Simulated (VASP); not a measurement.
Here is a VASP 6.6.1 calculation.

The input INCAR:

```
PREC     = Accurate       # precision mode
ENCUT    = 520            # plane-wave cutoff, eV
EDIFF    = 1E-6           # SCF threshold, eV
ISMEAR   = -1             # smearing method
SIGMA    = 0.05           # smearing width, eV
LREAL    = F              # projectors in reciprocal space
LASPH    = T              # aspherical terms in the spheres
NELM     = 80             # most SCF steps
ALGO     = Normal         # electronic algorithm
ISIF     = 2              # what is computed and relaxed
LWAVE    = F              # write WAVECAR
LCHARG   = T              # write CHGCAR
GGA      = PS             # functional
LELF     = T              # ELF
LVHAR    = T            
NBANDS   = 21             # bands
```

The input KPOINTS:

```
regular mesh
0
Gamma
  11 11 6
```

The input POSCAR:

```
Ru
1.0
    2.6216426275      0.0000000000      0.0000000000
   -1.3108213137      2.2704091151      0.0000000000
    0.0000000000      0.0000000000      4.1617392771
Ru
2
Direct
    0.6666666667      0.3333333333      0.7500000000
    0.3333333333      0.6666666667      0.2500000000
```

Potentials or basis: VASP PAW PBE potentials, release 64 (Ru_pv).

Launch:

```console
$ cat potpaw_PBE.64/Ru_pv/POTCAR > POTCAR
$ mpirun -np 1 vasp_std > vasp.out
```

(1) Predict the band gap on the k mesh.

(2) Predict the pressure.

Results:

(1) zero (band 14 reaches 16.21 eV, above the bottom of band 15 at 12.67 eV).

(2) 30.1 GPa.

Caveat: the PAW data sets were made with another functional, which shifts forces and pressure a little.
